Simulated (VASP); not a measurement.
HfN, 2 atoms in the cell. It takes space group F-43m (No. 216, cubic). The conventional cell has a = 5.006 Å, b = 5.006 Å, c = 5.006 Å, α = 90.00°, β = 90.00°, γ = 90.00°. Within 2.9 Å of Hf (site symmetry -43m) lie 4 N at 2.17 Å. Within 2.9 Å of N (site symmetry -43m) lie 4 Hf at 2.17 Å. 

```yaml
Program: VASP 6.6.1
Task: single point
Functional: LDA
Potentials_or_basis: VASP PAW LDA potentials, release 64 (Hf_pv, N)
Cutoff: 520 eV
k_mesh: 9 × 9 × 9
Occupations: fermi-dirac, width 0.05 eV
Spin: no spin polarisation
Dipole_correction: no
Further_INCAR_settings: ALGO = Normal; EDIFF = 1e-07; NBANDS = 14
```

Potentials or basis: VASP PAW LDA potentials, release 64 (Hf_pv, N).

The run is started by

```console
$ cat potpaw_LDA.64/Hf_pv/POTCAR potpaw_LDA.64/N/POTCAR > POTCAR
$ mpirun -np 1 vasp_std > vasp.out
```

Hardware: 1 thread of AMD EPYC 7R13 Processor (Zen 3), with other jobs on the host.

Estimate the wall time of this run.

It took 13 s on 1 thread of AMD EPYC 7R13 Processor (Zen 3), with other jobs on the host, peak memory 0.12 GiB. Counts: scf iterations 14, k points 35.
